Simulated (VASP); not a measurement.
# ZrO2 (Cubic zirconia) (Fm-3m) in VASP: further runs, part 2 of 2

VASP 6.6.1. The steps go on from the part before.

**3. Relaxation of cell and atoms, PBEsol**

This run uses another cell than the first one, of 10.86 Å³/atom, 1.003 times its volume.

Input file INCAR:

```
PREC = Accurate
ENCUT = 600
EDIFF = 1E-7
ISMEAR = 0
SIGMA = 0.01
LREAL = F
LASPH = T
NELM = 120
ALGO = Normal
ISIF = 3
LWAVE = F
LCHARG = F
GGA = PS
IBRION = 2
NSW = 60
EDIFFG = -0.01
GGA_COMPAT = F
NELMIN = 4
```

Input file KPOINTS:

```
regular mesh
0
Gamma
  5 5 5
```

Input file POSCAR:

```
ZrO2
1.0
    0.0000000000      2.5350000000      2.5350000000
    2.5350000000      0.0000000000      2.5350000000
    2.5350000000      2.5350000000      0.0000000000
Zr O
1 2
Direct
    0.0000000000      0.0000000000      0.0000000000
    0.2500000000      0.2500000000      0.2500000000
    0.7500000000      0.7500000000      0.7500000000
```

Potentials or basis: VASP PAW PBE potentials, release 64 (Zr_sv, O).

Launch:

```bash
cat potpaw_PBE.64/Zr_sv/POTCAR potpaw_PBE.64/O/POTCAR > POTCAR
mpirun -np 1 vasp_std > vasp.out
```

OUTCAR:

```text
PREC = Accurate
   ENCUT = 600
   EDIFF = 1E-7
   ISMEAR = 0
   LREAL = F
   LASPH = T
   NELM = 120
   ISIF = 3
   GGA = PS
   IBRION = 2
   NSW = 60
   EDIFFG = -0.01
   NELMIN = 4

 ion  position               nearest neighbor table
   1  0.000  0.000  0.000-   3 2.20   3 2.20   3 2.20   2 2.20   3 2.20   2 2.20   2 2.20   2 2.20

   2  0.250  0.250  0.250-   1 2.20   1 2.20   1 2.20   1 2.20
   3  0.750  0.750  0.750-   1 2.20   1 2.20   1 2.20   1 2.20

  LATTYP: Found a face centered cubic cell.
 ALAT       =     5.0700000000

  Lattice vectors:

 A1 = (   0.0000000000,   2.5350000000,   2.5350000000)
 A2 = (   2.5350000000,   0.0000000000,   2.5350000000)
 A3 = (   2.5350000000,   2.5350000000,   0.0000000000)

Analysis of symmetry for initial positions (statically):
=====================================================================
 Subroutine PRICEL returns:
 Original cell was already a primitive cell.

 Routine SETGRP: Setting up the symmetry group for a
 face centered cubic supercell.

 Subroutine GETGRP returns: Found 48 space group operations
 (whereof 48 operations were pure point group operations)
 out of a pool of 48 trial point group operations.

The static configuration has the point symmetry O_h .

Analysis of symmetry for dynamics (positions and initial velocities):
=====================================================================
 Subroutine PRICEL returns:
 Original cell was already a primitive cell.

 Routine SETGRP: Setting up the symmetry group for a
 face centered cubic supercell.

 Subroutine GETGRP returns: Found 48 space group operations
 (whereof 48 operations were pure point group operations)
 out of a pool of 48 trial point group operations.

The dynamic configuration has the point symmetry O_h .

 Subroutine INISYM returns: Found 48 space group operations
 (whereof 48 operations are pure point group operations),
 and found     1 'primitive' translations
[... 88 lines left out ...]
   ISIF   =      3    stress and relaxation
   ISYM   =      2    0-nonsym 1-usesym 2-fastsym
   POTIM  = 0.5000    time-step for ionic-motion
   TEBEG  =    0.0;   TEEND  =   0.0 temperature during run
   PSTRESS=    0.0 pullay stress
   NELECT =      24.0000    total number of electrons
   NUPDOWN=      -1.0000    fix difference up-down
   EMIN   =  10.00;   EMAX   =-10.00  energy-range for DOS
   EFERMI =   0.00;   METHOD = LEGACY
   ISMEAR =     0;   SIGMA  =   0.01  broadening in eV -4-tet -1-fermi 0-gaus
   EFERMI_NEDOS =   21; number of points for ismear=-14 and -15
   IALGO  =     38    algorithm
   IMIX   =      4    mixing-type and parameters
     AMIX     =   0.40;   BMIX     =  1.00
     AMIX_MAG =   1.60;   BMIX_MAG =  1.00
  volume/ion in A,a.u.               =      10.86        73.29
  Fermi-wavevector in a.u.,A,eV,Ry     =   1.478509  2.793977 29.742181  2.185989
  Thomas-Fermi vector in A             =   2.592781
   LORBIT       =      0    0 simple, 1 ext, 2 COOP (PROOUT), +10 PAW based schemes
   GGA     = PS    functional components
   LHFCALC =     F    Hartree Fock is set to
   AEXX    =    0.0000 exact exchange contribution
   IVDW    =     0    specifies the selected vdW correction
   LEPSILON=     F    determine dielectric tensor
   LRPA    =     F    only Hartree local field effects (RPA)
 conjugate gradient relaxation of ions
 non-spin polarized calculation
 Gauss-broadening in eV      SIGMA  =   0.01
  energy-cutoff  :      600.00
  volume of cell :       32.58
 maximum number of plane-waves:      1103
 NGX is ok and might be reduce to    30
   NGX = 15   NGY = 15   NGZ = 15

--------------------------------------- Ionic step        1  -------------------------------------------

 number of electron      23.9999997 magnetization

 Free energy of the ion-electron system (eV)
  ---------------------------------------------------
  ext. energy  EPLUGINS =         0.00000000
  ---------------------------------------------------
  free energy    TOTEN  =       -29.92938079 eV

  energy without entropy =      -29.92938079  energy(sigma->0) =      -29.92938079

------------------------ aborting loop because EDIFF is reached ----------------------------------------

  FORCE on cell =-STRESS in cart. coord.  units (eV):
  Direction    XX          YY          ZZ          XY          YZ          ZX
  --------------------------------------------------------------------------------------
  -------------------------------------------------------------------------------------
  Total       -0.1305283     -0.1305283     -0.1305283      0.0000000      0.0000000      0.0000000
  in kB       -6.4187622     -6.4187622     -6.4187622      0.0000000      0.0000000      0.0000000
  external PRESSURE =      -6.4187622 kB  Pullay stress =       0.0000000 kB
[... 61 lines left out ...]
--------------------------------------- Ionic step        3  -------------------------------------------

 number of electron      23.9999997 magnetization

 Free energy of the ion-electron system (eV)
  ---------------------------------------------------
  ext. energy  EPLUGINS =         0.00000000
  ---------------------------------------------------
  free energy    TOTEN  =       -29.92954644 eV

  energy without entropy =      -29.92954644  energy(sigma->0) =      -29.92954644

 E-fermi :   7.1631     XC(G=0): -12.1340

 val. band max:        7.0510607699   @ k =  -0.4000   0.4000   0.0000
 cond. band min:      10.5701854575   @ k =   0.0000   0.0000   0.0000
 fundamental gap:      3.5191246876
 Fermi energy:         7.1631284035

 k-point     1 :       0.0000    0.0000    0.0000
  band No.  band energies     occupation
      1     -40.6333      2.00000
      2     -18.4968      2.00000
      3     -18.4968      2.00000
      4     -18.4968      2.00000
      5     -10.9583      2.00000
      6      -8.2940      2.00000
[... 209 lines left out ...]
  FREE ENERGIE OF THE ION-ELECTRON SYSTEM (eV)
  ---------------------------------------------------
  free  energy   TOTEN  =       -29.9295464438 eV

  energy  without entropy=      -29.9295464438  energy(sigma->0) =      -29.92954644

 reached required accuracy - stopping structural energy minimisation
```

CONTCAR:

```text
ZrO2
   1.00000000000000
     0.0000000000000000    2.5328748879384815    2.5328748879384815
     2.5328748879384815    0.0000000000000000    2.5328748879384815
     2.5328748879384815    2.5328748879384815    0.0000000000000000
  Zr              O
     1     2
Direct
     0.0000000000000000    0.0000000000000000    0.0000000000000000
     0.2500000000000000    0.2500000000000000    0.2500000000000000
     0.7500000000000000    0.7500000000000000    0.7500000000000000

  0.00000000E+00  0.00000000E+00  0.00000000E+00
  0.00000000E+00  0.00000000E+00  0.00000000E+00
  0.00000000E+00  0.00000000E+00  0.00000000E+00
```

Wall time 28 s (1 thread of Intel Xeon Platinum 8488C (Sapphire Rapids), shared host); peak memory 0.17 GiB.

What came out:

```yaml
Free_energy: -29.9295 eV
Relaxed_volume: 10.83 Å³/atom
Relaxed_cell: a = 3.582 Å, b = 3.582 Å, c = 3.582 Å, α = 60.00°, β = 60.00°, γ = 60.00°
Space_group_after_relaxing_to_0.05_Å: Fm-3m (No. 225)
Energy_gained_by_relaxing: 0.1 meV/atom
Ionic_steps: 3
Pressure_after_relaxing: 0.0 GPa
Band_gap_on_the_k_mesh: 3.52 eV, indirect (least direct gap 3.87 eV)
```

The path:
| step | energy change (eV) | largest force (eV/Å) | pressure (GPa) | volume (Å³) |
| --- | --- | --- | --- | --- |
| 1 | 0.0000 | 0.0000 | -0.64 | 32.58 |
| 2 | 0.0002 | 0.0000 | 0.95 | 32.38 |
| 3 | -0.0002 | 0.0000 | 0.00 | 32.50 |

Final structure:
```
Zr O
1.0
     0.00000    2.53287    2.53287
     2.53287    0.00000    2.53287
     2.53287    2.53287    0.00000
Zr O
1 2
Direct
  0.00000 0.00000 0.00000
  0.25000 0.25000 0.25000
  0.75000 0.75000 0.75000
```

Levels at points of the mesh, in eV from the valence-band top:
```
           k point  band 8  band 9  band 10  band 11  band 12  band 13  band 14  band 15  band 16
(0.00, 0.00, 0.00)   -5.17   -5.17    -0.35    -0.35    -0.35     3.52     3.52     6.68     9.77
```

Caveat: the k points lie up to 0.43 Å⁻¹ apart in the final cell; the PAW data sets were made with another functional, which shifts forces and pressure a little. A k mesh can miss the band edges.
